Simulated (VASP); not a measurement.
Write the native input for VASP 6.6.1 that does the following.

```yaml
Task: single point
Functional: PBEsol
Potentials_or_basis: VASP PAW PBE potentials, release 64 (Be)
Cutoff: 520 eV
k_mesh: 21 × 21 × 21
Occupations: fermi-dirac, width 0.1 eV
Spin: no spin polarisation
Dipole_correction: no
Further_INCAR_settings: ALGO = Normal; EDIFF = 1e-07; NBANDS = 7
```

The structure of Be lies in POSCAR:

```
Be
1.0
    1.8461235900      0.0000000000      0.0000000000
    0.0000000000      1.8461235900      0.0000000000
    0.0000000000      0.0000000000      1.8461235900
Be
1
Direct
    0.0000000000      0.0000000000      0.0000000000
```

One way to write it, as run:

INCAR

```
ALGO = Normal
EDIFF = 1E-7
ENCUT = 520
GGA = PS
ISIF = 2
ISMEAR = -1
LASPH = True
LCHARG = False
LREAL = False
LWAVE = False
NBANDS = 7
NELM = 80
PREC = Accurate
SIGMA = 0.1
```

KPOINTS

```
k-points
0
Gamma
  21 21 21
```

Potentials or basis: VASP PAW PBE potentials, release 64 (Be).

Run with:

```bash
$ cat potpaw_PBE.64/Be/POTCAR > POTCAR
$ mpirun -np 1 vasp_std > vasp.out
```

It gave:

```yaml
Pressure: 81.0 GPa
Band_gap_on_the_k_mesh: zero (band 1 reaches 16.28 eV, above the bottom of band 2 at 8.45 eV)
```

Caveat: the PAW data sets were made with another functional, which shifts forces and pressure a little.

It took 4.8 s on 1 thread of Intel Xeon 6975P-C, on a shared host, peak memory 0.11 GiB.
